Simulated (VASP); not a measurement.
**Sc3Al: single point with PBEsol**

The system is Sc3Al.

```xyz
4
Lattice="4.4320 0.0000 0.0000 0.0000 4.4320 0.0000 0.0000 0.0000 4.4320" Properties=species:S:1:pos:R:3 pbc="T T T"
Sc    2.2160    0.0000    2.2160
Sc    0.0000    2.2160    2.2160
Sc    2.2160    2.2160    0.0000
Al    0.0000    0.0000    0.0000
```

| Item | Value |
| --- | --- |
| Program | VASP 6.6.1 |
| Task | single point |
| Functional | PBEsol |
| Potentials or basis | VASP PAW PBE potentials, release 64 (Sc_sv, Al) |
| Cutoff | 520 eV |
| k mesh | 8 × 8 × 8 |
| Occupations | gaussian, width 0.05 eV |
| Spin | no spin polarisation |
| Dipole correction | no |
| Further INCAR settings | ALGO = Normal; EDIFF = 1e-06; NBANDS = 26 |

- Pressure: -2.4 GPa
- Band gap on the k mesh: zero (band 18 reaches 4.80 eV, above the bottom of band 19 at 3.48 eV)

Levels at points of the mesh, in eV from the Fermi level:
```csv
k point,band 16,band 17,band 18,band 19,band 20,band 21
"(0.00, 0.00, 0.00)",-1.00,-0.41,-0.41,-0.41,0.64,0.64
"(0.50, 0.00, 0.00)",-0.78,-0.78,0.10,0.19,0.86,0.86
"(0.50, 0.50, 0.00)",-1.53,-0.91,0.21,0.48,0.48,1.09
"(0.50, 0.50, 0.50)",-1.49,-1.11,-1.11,-1.11,0.41,1.41
```

Wall time 110 s on 1 thread of Intel Xeon 8259CL (shared host), peak memory 0.23 GiB.

Caveat: the PAW data sets were made with another functional, which shifts forces and pressure a little.
